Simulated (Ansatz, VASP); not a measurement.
One calculation of Ti2Re2Pb, two programs

INCAR

```
SYSTEM = Ti2Re2Pb
PREC = Accurate ; ENCUT = 600
EDIFF = 1E-6 ; ISMEAR = 0
SIGMA = 0.1 ; LREAL = .FALSE.
LASPH = .TRUE. ; NELM = 100
ALGO = Normal ; ISIF = 3
LWAVE = .FALSE. ; LCHARG = .FALSE.
GGA = PE ; IBRION = 2
NSW = 90 ; EDIFFG = -0.04
```

File KPOINTS:

```
regular mesh
0
G
  6 6 6
  0 0 0
```

Contents of POSCAR:

```
Ti2Re2Pb
1.0
   -2.0225717197      2.0225717197      5.3067475814
    2.0225717197     -2.0225717197      5.3067475814
    2.0225717197      2.0225717197     -5.3067475814
Ti Re Pb
2 2 1
Direct
    0.6260000000      0.6260000000      0.0000000000
    0.3740000000      0.3740000000      0.0000000000
    0.2500000000      0.7500000000      0.5000000000
    0.7500000000      0.2500000000      0.5000000000
    0.0000000000      0.0000000000      0.0000000000
```

Input for Ansatz:

```yaml
crystal:
  lattice:
    - [-2.0225717197, 2.0225717197, 5.3067475814]
    - [2.0225717197, -2.0225717197, 5.3067475814]
    - [2.0225717197, 2.0225717197, -5.3067475814]
  atoms:
    - { symbol: Ti, position: [0.626, 0.626, 0.0] }
    - { symbol: Ti, position: [0.374, 0.374, 0.0] }
    - { symbol: Re, position: [0.25, 0.75, 0.5] }
    - { symbol: Re, position: [0.75, 0.25, 0.5] }
    - { symbol: Pb, position: [0.0, 0.0, 0.0] }
basis:
  ecutwfc: 420
kpoints:
  mp_grid: { grid: [6, 6, 6] }
hamiltonian:
  xc: pbe
scf:
  occupations: { method: gaussian, width: 0.1 }
  lower_state_search: "off"
output:
  forces: true
  stress: true
  eigenvalues: true
relax:
  adjacent_minimum: "off"
  f_tol: 0.04
  max_steps: 70
  cell: { stress_tol: 0.4 }
```

Alike in both runs: task relaxation of cell and atoms; functional PBE; k mesh 6 × 6 × 6; occupations gaussian, width 0.1 eV; no spin polarisation.

|  | VASP | Ansatz |
| --- | --- | --- |
| version | VASP 6.6.1 | Ansatz 0.2.0 |
| potentials or method | VASP PAW PBE potentials, release 64 (Ti_sv, Re, Pb_d), cutoff 600 eV | scalar-relativistic, plane waves, PAW |
| valence electrons in the cell | 52 | 68 |

VASP gave:

```
gap on the k mesh at the Fermi level, each at its own relaxed structure (eV) : none
relaxed volume (Å³/atom)                                                     : 19.58
relaxed cell length with the largest relative difference (Å)                 : 7.967
```

Task: Estimate Ansatz's values.

Result: gap on the k mesh at the Fermi level, each at its own relaxed structure (eV): none; relaxed volume (Å³/atom): 19.69; relaxed cell length with the largest relative difference (Å): 7.925.

A gap of «none» marks a metal or a gap that the smearing closes. VASP's potentials hold 52 valence electrons a cell and Ansatz's 68, so a difference there can come from the potentials and not from the codes.

The k mesh is coarse, so the values compare programs but aren't converged. Neither program's run includes spin-orbit coupling.
